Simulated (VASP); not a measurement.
Write the native input for VASP 6.6.1 that does the following.

```yaml
Task: single point
Functional: LDA
Potentials_or_basis: VASP PAW LDA potentials, release 64 (As, Se)
Cutoff: 520 eV
k_mesh: 8 × 8 × 8
Occupations: gaussian, width 0.1 eV
Spin: no spin polarisation
Dipole_correction: no
Further_INCAR_settings: ALGO = Normal; EDIFF = 1e-06; NBANDS = 25
```

The structure of As2Se lies in POSCAR:

```
As2Se
1.0
   -3.4466238333      3.4466238333      2.5998191186
    3.4466238333     -3.4466238333      2.5998191186
    3.4466238333      3.4466238333     -2.5998191186
As Se
4 2
Direct
    0.8750000000      0.1250000000      0.7500000000
    0.3750000000      0.1250000000      0.2500000000
    0.8750000000      0.6250000000      0.7500000000
    0.8750000000      0.1250000000      0.2500000000
    0.5000000000      0.5000000000      0.0000000000
    0.2500000000      0.7500000000      0.5000000000
```

These files were run (other wordings do the same):

INCAR

```
SYSTEM = As2Se
  ALGO = Normal
  EDIFF = 1E-6
  ENCUT = 520
  GGA = CA
  ISIF = 2
  ISMEAR = 0
  LASPH = .True.
  LCHARG = .False.
  LREAL = .False.
  LWAVE = .False.
  NBANDS = 25
  NELM = 80
  PREC = Accurate
  SIGMA = 0.1
```

KPOINTS

```
k-points
0
Gamma
  8 8 8
  0 0 0
```

Potentials or basis: VASP PAW LDA potentials, release 64 (As, Se).

Command:

```sh
$ cat potpaw_LDA.64/As/POTCAR potpaw_LDA.64/Se/POTCAR > POTCAR
$ mpirun -np 1 vasp_std > vasp.out
```

Results of the run:

| Item | Value |
| --- | --- |
| Pressure | 0.3 GPa |
| Band gap on the k mesh | zero (band 16 reaches 5.82 eV, above the bottom of band 17 at 5.39 eV) |

Run time: 4.3 min on 1 thread of Intel(R) Xeon(R) Platinum 8488C (Sapphire Rapids), with other jobs on the host, peak memory 0.3 GiB.
